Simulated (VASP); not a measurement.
# Ga3SbN2 (P6/mmm) in VASP: a series of runs

The runs below take Ga3SbN2 through relaxation of cell and atoms, with PBE.

All numbers are computed with VASP 6.6.1; they aren't measurements. Logs are shortened: lines on timing, memory, paths and dates and some standing lists are left out, and cuts for length are marked.

## Step 1: The cell of the first run

The structure is hexagonal, space group P6/mmm (No. 191). The conventional cell has a = 4.107 Å, b = 4.107 Å, c = 8.851 Å, α = 90.00°, β = 90.00°, γ = 120.00°. Ga (site symmetry mmm) has 4 Ga at 2.05 Å and 4 N at 2.14 Å within 2.7 Å. Sb (site symmetry 6/mmm) has 4 N at 3.81 to 5.04 Å and 6 Sb at 4.11 Å and 12 Ga at 4.88 Å within 5.1 Å. Within 1.7 Å of N (site symmetry 6mm) lie 1 N at 1.24 Å.

The cell was built from a structure type or drawn by symmetry, and may not be a known phase.

## Step 2: Relaxation of cell and atoms, PBE

INCAR reads:

```
SYSTEM = Ga3SbN2
PREC = Accurate
ENCUT = 600
EDIFF = 1E-7
ISMEAR = 0
SIGMA = 0.1
LREAL = .False.
LASPH = .True.
NELM = 80
ALGO = Normal
ISIF = 3
LWAVE = .False.
LCHARG = .False.
GGA = PE
IBRION = 2
NSW = 90
EDIFFG = -0.04
```

KPOINTS reads:

```
regular mesh
0
Gamma
  6 6 2
  0 0 0
```

POSCAR reads:

```
Ga3SbN2
1.0
    4.1074757600      0.0000000000      0.0000000000
   -2.0537378800      3.5571783500      0.0000000000
    0.0000000000      0.0000000000      8.8507045000
Ga Sb N
3 1 2
Direct
    0.5000000000      0.0000000000      0.5000000000
    0.0000000000      0.5000000000      0.5000000000
    0.5000000000      0.5000000000      0.5000000000
    0.0000000000      0.0000000000      0.0000000000
    0.0000000000      0.0000000000      0.4301445000
    0.0000000000      0.0000000000      0.5698555000
```

Potentials or basis: VASP PAW PBE potentials, release 64 (Ga_d, Sb, N).

Started as:

```bash
> cat potpaw_PBE.64/Ga_d/POTCAR potpaw_PBE.64/Sb/POTCAR potpaw_PBE.64/N/POTCAR > POTCAR
> mpirun -np 1 vasp_std > vasp.out
```

OUTCAR:

```text
SYSTEM = Ga3SbN2
   PREC = Accurate
   ENCUT = 600
   EDIFF = 1E-7
   ISMEAR = 0
   LREAL = .False.
   LASPH = .True.
   NELM = 80
   ISIF = 3
   GGA = PE
   IBRION = 2
   NSW = 90
   EDIFFG = -0.04

 ion  position               nearest neighbor table
   1  0.500  0.000  0.500-   2 2.05   3 2.05   3 2.05   2 2.05   5 2.14   5 2.14   6 2.14   6 2.14

   2  0.000  0.500  0.500-   1 2.05   1 2.05   3 2.05   3 2.05   5 2.14   6 2.14   5 2.14   6 2.14

   3  0.500  0.500  0.500-   1 2.05   1 2.05   2 2.05   2 2.05   5 2.14   6 2.14   5 2.14   6 2.14

   4  0.000  0.000  0.000-
   5  0.000  0.000  0.430-   6 1.24   3 2.14   2 2.14   2 2.14   3 2.14   1 2.14   1 2.14
   6  0.000  0.000  0.570-   5 1.24   3 2.14   2 2.14   2 2.14   3 2.14   1 2.14   1 2.14

  LATTYP: Found a hexagonal cell.
 ALAT       =     4.1074757600
 C/A-ratio  =     2.1547794843

  Lattice vectors:

 A1 = (   4.1074757600,   0.0000000000,   0.0000000000)
 A2 = (  -2.0537378800,   3.5571783500,   0.0000000000)
 A3 = (   0.0000000000,   0.0000000000,   8.8507045000)

Analysis of symmetry for initial positions (statically):
=====================================================================
 Subroutine PRICEL returns:
 Original cell was already a primitive cell.

 Routine SETGRP: Setting up the symmetry group for a
 hexagonal supercell.

 Subroutine GETGRP returns: Found 24 space group operations
 (whereof 24 operations were pure point group operations)
 out of a pool of 24 trial point group operations.

The static configuration has the point symmetry D_6h.

Analysis of symmetry for dynamics (positions and initial velocities):
=====================================================================
 Subroutine PRICEL returns:
 Original cell was already a primitive cell.

 Routine SETGRP: Setting up the symmetry group for a
 hexagonal supercell.

 Subroutine GETGRP returns: Found 24 space group operations
 (whereof 24 operations were pure point group operations)
 out of a pool of 24 trial point group operations.

The dynamic configuration has the point symmetry D_6h.

 Subroutine INISYM returns: Found 24 space group operations
 (whereof 24 operations are pure point group operations),
 and found     1 'primitive' translations

----------------------------------------------------------------------------------------

                                     Primitive cell

  volume of cell :     129.3179

  direct lattice vectors                    reciprocal lattice vectors
     4.107475760  0.000000000  0.000000000     0.243458527  0.140560846  0.000000000
    -2.053737880  3.557178350  0.000000000     0.000000000  0.281121693  0.000000000
     0.000000000  0.000000000  8.850704500     0.000000000  0.000000000  0.112985356

  length of vectors
     4.107475760  4.107475757  8.850704500     0.281121693  0.281121693  0.112985356

  position of ions in fractional coordinates (direct lattice)
     0.500000000  0.000000000  0.500000000
     0.000000000  0.500000000  0.500000000
     0.500000000  0.500000000  0.500000000
     0.000000000  0.000000000  0.000000000
     0.000000000  0.000000000  0.430144500
     0.000000000  0.000000000  0.569855500

  ion indices of the primitive-cell ions
   primitive index   ion index
                 1           1
                 2           2
                 3           3
                 4           4
                 5           5
                 6           6

----------------------------------------------------------------------------------------

 KPOINTS: regular mesh

Automatic generation of k-mesh.
 Grid dimensions read from file:
 generate k-points for:    6    6    2

 Generating k-lattice:

  Cartesian coordinates                     Fractional coordinates (reciprocal lattice)
     0.040576421  0.023426808  0.000000000     0.166666667 -0.000000000  0.000000000
     0.000000000  0.046853615  0.000000000     0.000000000  0.166666667  0.000000000
     0.000000000  0.000000000  0.056492678     0.000000000  0.000000000  0.500000000

  Length of vectors
     0.046853615  0.046853615  0.056492678

  Shift w.r.t. Gamma in fractional coordinates (k-lattice)
     0.000000000  0.000000000  0.000000000

 Subroutine IBZKPT returns following result:
 ===========================================

 Found     14 irreducible k-points:

 Following reciprocal coordinates:
            Coordinates               Weight
  0.000000  0.000000  0.000000      1.000000
  0.166667  0.000000  0.000000      6.000000
  0.333333 -0.000000  0.000000      6.000000
  0.500000  0.000000  0.000000      3.000000
  0.166667  0.166667  0.000000      6.000000
  0.333333  0.166667  0.000000     12.000000
  0.333333  0.333333  0.000000      2.000000
  0.000000  0.000000  0.500000      1.000000
  0.166667  0.000000  0.500000      6.000000
  0.333333 -0.000000  0.500000      6.000000
  0.500000  0.000000  0.500000      3.000000
  0.166667  0.166667  0.500000      6.000000
  0.333333  0.166667  0.500000     12.000000
  0.333333  0.333333  0.500000      2.000000
   k-points           NKPTS =     14   k-points in BZ     NKDIM =     14   number of bands    NBANDS=     32
   number of dos      NEDOS =    301   number of ions     NIONS =      6
   total plane-waves  NPLWV =  93312
   dimension x,y,z NGX =    36 NGY =   36 NGZ =   72
   dimension x,y,z NGXF=    72 NGYF=   72 NGZF=  144
   ions per type =               3   1   2
   NGX,Y,Z   is equivalent  to a cutoff of  14.57, 14.57, 13.52 a.u.
   NGXF,Y,Z  is equivalent  to a cutoff of  29.14, 29.14, 27.05 a.u.
 SYSTEM =  Ga3SbN2
   PREC   = accura    normal or accurate (medium, high low for compatibility)
   ISTART =      0    job   : 0-new  1-cont  2-samecut
   ICHARG =      2    charge: 1-file 2-atom 10-const
   ISPIN  =      1    spin polarized calculation?
   LNONCOLLINEAR =      F non collinear calculations
   LSORBIT =      F    spin-orbit coupling
   LASPH  =      T    aspherical Exc in radial PAW
   ENCUT  =  600.0 eV  44.10 Ry    6.64 a.u.   8.20  8.20 17.68*2*pi/ulx,y,z
   NELM   =     80;   NELMIN=  2; NELMDL= -5     # of ELM steps
   EDIFF  = 0.1E-06   stopping-criterion for ELM
   LREAL  =      F    real-space projection
   EDIFFG = -.4E-01   stopping-criterion for IOM
   NSW    =     90    number of steps for IOM
   IBRION =      2    ionic relax: 0-MD 1-quasi-New 2-CG
   NFREE  =      1    steps in history (QN), initial steepest desc. (CG)
   ISIF   =      3    stress and relaxation
   ISYM   =      2    0-nonsym 1-usesym 2-fastsym
   POTIM  = 0.5000    time-step for ionic-motion
   TEBEG  =    0.0;   TEEND  =   0.0 temperature during run
   PSTRESS=    0.0 pullay stress
   NELECT =      54.0000    total number of electrons
   NUPDOWN=      -1.0000    fix difference up-down
   EMIN   =  10.00;   EMAX   =-10.00  energy-range for DOS
   EFERMI =   0.00;   METHOD = LEGACY
   ISMEAR =     0;   SIGMA  =   0.10  broadening in eV -4-tet -1-fermi 0-gaus
   EFERMI_NEDOS =   21; number of points for ismear=-14 and -15
   IALGO  =     38    algorithm
   IMIX   =      4    mixing-type and parameters
     AMIX     =   0.40;   BMIX     =  1.00
     AMIX_MAG =   1.60;   BMIX_MAG =  1.00
  volume/ion in A,a.u.               =      21.55       145.45
  Fermi-wavevector in a.u.,A,eV,Ry     =   1.223639  2.312342 20.371895  1.497292
  Thomas-Fermi vector in A             =   2.358742
   LORBIT       =      0    0 simple, 1 ext, 2 COOP (PROOUT), +10 PAW based schemes
   GGA     = PE    functional components
   LHFCALC =     F    Hartree Fock is set to
   AEXX    =    0.0000 exact exchange contribution
   IVDW    =     0    specifies the selected vdW correction
   LEPSILON=     F    determine dielectric tensor
   LRPA    =     F    only Hartree local field effects (RPA)
 conjugate gradient relaxation of ions
 non-spin polarized calculation
 Gauss-broadening in eV      SIGMA  =   0.10
  energy-cutoff  :      600.00
  volume of cell :      129.32
 maximum number of plane-waves:      4326
 NGX is ok and might be reduce to    36
   NGX = 17   NGY = 17   NGZ = 35

--------------------------------------- Ionic step        1  -------------------------------------------

 number of electron      53.9999968 magnetization

 Free energy of the ion-electron system (eV)
  ---------------------------------------------------
  ext. energy  EPLUGINS =         0.00000000
  ---------------------------------------------------
  free energy    TOTEN  =       -12.70883317 eV

  energy without entropy =      -12.67153686  energy(sigma->0) =      -12.69018502

------------------------ aborting loop because EDIFF is reached ----------------------------------------

  FORCE on cell =-STRESS in cart. coord.  units (eV):
  Direction    XX          YY          ZZ          XY          YZ          ZX
  --------------------------------------------------------------------------------------
  -------------------------------------------------------------------------------------
  Total       45.3116041     45.3116040     15.5225446      0.0000000      0.0000000      0.0000000
  in kB      561.3859367    561.3859356    192.3158190      0.0000000      0.0000000      0.0000000
  external PRESSURE =     438.3625638 kB  Pullay stress =       0.0000000 kB
[... 101 lines left out ...]
  FREE ENERGIE OF THE ION-ELECTRON SYSTEM (eV)
  ---------------------------------------------------
  free  energy   TOTEN  =       -16.5400472842 eV

  energy  without entropy=      -16.4864352328  energy(sigma->0) =      -16.51324126

 E-fermi :  -0.0836     XC(G=0):  -6.9063

 val. band max:       -0.0954827739   @ k =   0.3333   0.1667   0.0000
 cond. band min:      -0.0387201650   @ k =   0.1667   0.1667   0.5000
 fundamental gap:      0.0567626089
 Fermi energy:        -0.0836234854

 k-point     1 :       0.0000    0.0000    0.0000
  band No.  band energies     occupation
      1     -15.7160      2.00000
      2     -15.5125      2.00000
      3     -15.5125      2.00000
      4     -15.4117      2.00000
      5     -15.3152      2.00000
      6     -15.2371      2.00000
[... 479 lines left out ...]
     31       2.5971      0.00000
     32       2.5971      0.00000

[... ionic steps 4 to 39 ...]

--------------------------------------- Ionic step       40  -------------------------------------------

 number of electron      53.9999949 magnetization

------------------------ aborting loop because EDIFF is reached ----------------------------------------

  FORCE on cell =-STRESS in cart. coord.  units (eV):
  Direction    XX          YY          ZZ          XY          YZ          ZX
  --------------------------------------------------------------------------------------
  -------------------------------------------------------------------------------------
  Total        0.1574104      0.1574104     -0.4804341      0.0000000     -0.0000000      0.0000000
  in kB        1.6809158      1.6809157     -5.1303424      0.0000000     -0.0000000      0.0000000
  external PRESSURE =      -0.5895036 kB  Pullay stress =       0.0000000 kB
[... 65 lines left out ...]
  energy  without entropy=      -24.2775752239  energy(sigma->0) =      -24.28986276

--------------------------------------- Ionic step       42  -------------------------------------------

 number of electron      53.9999950 magnetization

 Free energy of the ion-electron system (eV)
  ---------------------------------------------------
  ext. energy  EPLUGINS =         0.00000000
  ---------------------------------------------------
  free energy    TOTEN  =       -24.30250385 eV

  energy without entropy =      -24.27793067  energy(sigma->0) =      -24.29021726

 E-fermi :   2.7750     XC(G=0):  -8.6044

 val. band max:        2.7134429278   @ k =   0.1667   0.0000   0.0000
 cond. band min:       2.7779909063   @ k =   0.1667   0.1667   0.0000
 fundamental gap:      0.0645479785
 Fermi energy:         2.7750069143

 k-point     1 :       0.0000    0.0000    0.0000
  band No.  band energies     occupation
      1     -19.6905      2.00000
      2     -12.5315      2.00000
      3     -12.4858      2.00000
      4     -12.4858      2.00000
      5     -12.3496      2.00000
      6     -12.3260      2.00000
[... 512 lines left out ...]
  FREE ENERGIE OF THE ION-ELECTRON SYSTEM (eV)
  ---------------------------------------------------
  free  energy   TOTEN  =       -24.3025038483 eV

  energy  without entropy=      -24.2779306732  energy(sigma->0) =      -24.29021726

 reached required accuracy - stopping structural energy minimisation
```

Wall time 81 min (1 thread of AMD EPYC 7R13, shared host); peak memory 0.33 GiB.

Results:

* Free energy: -24.3025 eV
* Relaxed volume: 25.02 Å³/atom
* Relaxed cell: a = 5.478 Å, b = 5.478 Å, c = 5.778 Å, α = 90.00°, β = 90.00°, γ = 120.00°
* Space group after relaxing (to 0.1 Å): P6/mmm (No. 191)
* Pressure after relaxing: 0.1 GPa
* Largest force after relaxing: 0.017 eV/Å
* Band gap on the k mesh: zero (bands 27 and 28 overlap by 2.42 eV)

Forces on the atoms (eV/Å):
```
Ga   0.000  0.000  0.000
Ga   0.000  0.000  0.000
Ga   0.000  0.000  0.000
Sb   0.000  0.000  0.000
N    0.000  0.000  0.017
N    0.000  0.000 -0.017
```

Final structure:
```
Ga Sb N
1.0
     5.47788    0.00000    0.00000
    -2.73894    4.74398    0.00000
     0.00000    0.00000    5.77773
Ga Sb N
3 1 2
Direct
  0.50000 0.00000 0.50000
  0.00000 0.50000 0.50000
  0.50000 0.50000 0.50000
  0.00000 0.00000 0.00000
  0.00000 0.00000 0.39552
  0.00000 0.00000 0.60448
```

Levels at points of the mesh, in eV from the Fermi level:
```
           k point  band 24  band 25  band 26  band 27  band 28  band 29  band 30  band 31
(0.00, 0.00, 0.00)    -2.76    -2.76    -0.57     0.08     0.08     0.29     0.29     2.18
(0.50, 0.00, 0.00)    -2.21    -1.14    -0.60    -0.55     0.01     0.15     1.33     2.52
(0.00, 0.00, 0.50)    -2.71    -2.71    -1.28    -1.28    -0.72     1.89     1.89     2.30
(0.50, 0.00, 0.50)    -2.70    -2.13    -1.60    -0.55     0.98     1.83     2.19     2.48
```

Caveat: the standard files for N, O and F lose accuracy on very short bonds; the volume moved by over 15 % at a fixed basis, so the end points are rough; spin-orbit coupling is left out, which moves the levels of the heavy elements.

(Continued in part 2 of 2.)
